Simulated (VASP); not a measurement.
A run of VASP 6.6.1 is set up as follows.

File INCAR:

```
SYSTEM = MoS2
ALGO = Normal ; EDIFF = 1E-7
ENCUT = 520 ; GGA = RP
ISIF = 2 ; ISMEAR = -1
IVDW = 12 ; LASPH = .True.
LCHARG = .False. ; LREAL = .False.
LWAVE = .False. ; NBANDS = 35
NELM = 80 ; PREC = Accurate
SIGMA = 0.05
```

Contents of KPOINTS:

```
k-points
0
Gamma
  10 10 2
  0 0 0
```

POSCAR

```
MoS2
1.0
    3.1845414560      0.0000000000      0.0000000000
   -1.5922707280      2.7578938003      0.0000000000
    0.0000000000      0.0000000000     21.6705347200
Mo S
2 4
Direct
    0.3333333333      0.6666666667      0.8511602300
    0.6666666667      0.3333333333      0.1488397700
    0.6666666667      0.3333333333      0.7796253900
    0.3333333333      0.6666666667      0.0772510000
    0.6666666667      0.3333333333      0.9227490000
    0.3333333333      0.6666666667      0.2203746100
```

Potentials or basis: VASP PAW PBE potentials, release 64 (Mo_sv, S).

The run is started by

```bash
$ cat potpaw_PBE.64/Mo_sv/POTCAR potpaw_PBE.64/S/POTCAR > POTCAR
$ mpirun -np 1 vasp_std > vasp.out
```

(1) Predict the largest force.

(2) Estimate the band gap on the k mesh.

Answers

(1) 0.522 eV/Å.

(2) 1.41 eV, indirect (least direct gap 1.89 eV).

Caveat: the PAW data sets were made with another functional, which shifts forces and pressure a little.
